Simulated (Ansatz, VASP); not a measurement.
**Mo: VASP beside Ansatz**

```
CELL_PARAMETERS angstrom
0.00000 2.02786 2.02786
2.02786 0.00000 2.02786
2.02786 2.02786 0.00000
ATOMIC_POSITIONS crystal
Mo 0.00000 0.00000 0.00000
```

Alike in both runs: task single point; functional PBE; k mesh 15 × 15 × 15; occupations fermi-dirac, width 0.1 eV; no spin polarisation.

|  | VASP | Ansatz |
| --- | --- | --- |
| version | VASP 6.6.1 | Ansatz 0.2.0 |
| potentials or method | VASP PAW PBE potentials, release 64 (Mo_sv), cutoff 520 eV | plane waves (420 eV) with PAW, scalar-relativistic |
| valence electrons in the cell | 14 | 14 |

```tsv
	VASP	Ansatz	Ansatz less VASP
pressure (GPa)	-8.0	-8.4	-0.40
```

The functional is the same, so the differences come from potentials, cutoffs and numerics.
